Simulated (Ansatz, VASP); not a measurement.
# Two plane-wave programs on Pd

POSCAR

```
Pd
1.0
    0.0000000000      1.9567730079      1.9567730079
    1.9567730079      0.0000000000      1.9567730079
    1.9567730079      1.9567730079      0.0000000000
Pd
1
Direct
    0.0000000000      0.0000000000      0.0000000000
```

INCAR.step1

```
SYSTEM = Pd
PREC = Accurate ; ENCUT = 520
ISMEAR = -1 ; SIGMA = 1.0
LREAL = .False. ; LASPH = .True.
NELM = 150 ; ISPIN = 2
MAGMOM = 0.436 ; LMAXMIX = 4
NBANDS = 15 ; GGA = PE
ALGO = Normal ; EDIFF = 1E-4
LWAVE = .True. ; LCHARG = .False.
```

File INCAR.step2:

```
SYSTEM = Pd
PREC = Accurate ; ENCUT = 520
EDIFF = 1E-7 ; ISMEAR = -1
SIGMA = 1.0 ; LREAL = .False.
LASPH = .True. ; NELM = 150
ALGO = Normal ; ISIF = 2
LWAVE = .False. ; LCHARG = .True.
ISPIN = 2 ; MAGMOM = 0.436
LORBIT = 11 ; LMAXMIX = 4
METAGGA = R2SCAN ; LMIXTAU = .True.
LELF = .True. ; LVHAR = .True.
NBANDS = 15 ; ISTART = 1
```

The input KPOINTS:

```
regular mesh
0
Gamma
  14 14 14
  0 0 0
```

Input for Ansatz:

```yaml
crystal:
  lattice:
    - [0.0, 1.9567730079, 1.9567730079]
    - [1.9567730079, 0.0, 1.9567730079]
    - [1.9567730079, 1.9567730079, 0.0]
  atoms:
    - { symbol: Pd, position: [0.0, 0.0, 0.0], spin: 0.436 }
hamiltonian:
  xc: r2scan
  pseudopotentials:
    kind: paw
    azcp:
      Pd: "pseudopotentials/Pd.paw.azcp"
basis:
  ecutwfc: 500
  fft_grid_basis: typed
kpoints:
  mp_grid: { grid: [14, 14, 14], shift: [0, 0, 0] }
magnetization:
  spin_polarized: true
scf:
  occupations: { method: fermi_dirac, width: 1.0 }
  lower_state_search: "off"
output:
  stress: true
```

Alike in both runs: task single point; functional r2SCAN; k mesh 14 × 14 × 14; occupations fermi-dirac, width 1 eV; collinear spin.

```csv
,VASP,Ansatz
version,VASP 6.6.1,Ansatz 0.2.0
potentials or method,"VASP PAW PBE potentials, release 64 (Pd), cutoff 520 eV","plane waves (500 eV) with PAW, scalar-relativistic"
valence electrons in the cell,10,18
```

Ansatz gave:

| Property | Result |
| --- | --- |
| pressure (GPa) | 12.4 |
| net moment per atom (μB) | 0.00 |

Q: What did VASP give for the same quantities?

A: Pressure (GPa): 13.1; net moment per atom (μB): 0.00.

VASP's potentials were made for PBE, not for r2SCAN. With one functional, cell and mesh, what is left measures potentials, basis and numerics. VASP's potentials hold 10 valence electrons a cell and Ansatz's 18, so a difference there can come from the potentials and not from the codes. Ansatz's warnings: seeded moment not kept, stability check not made.
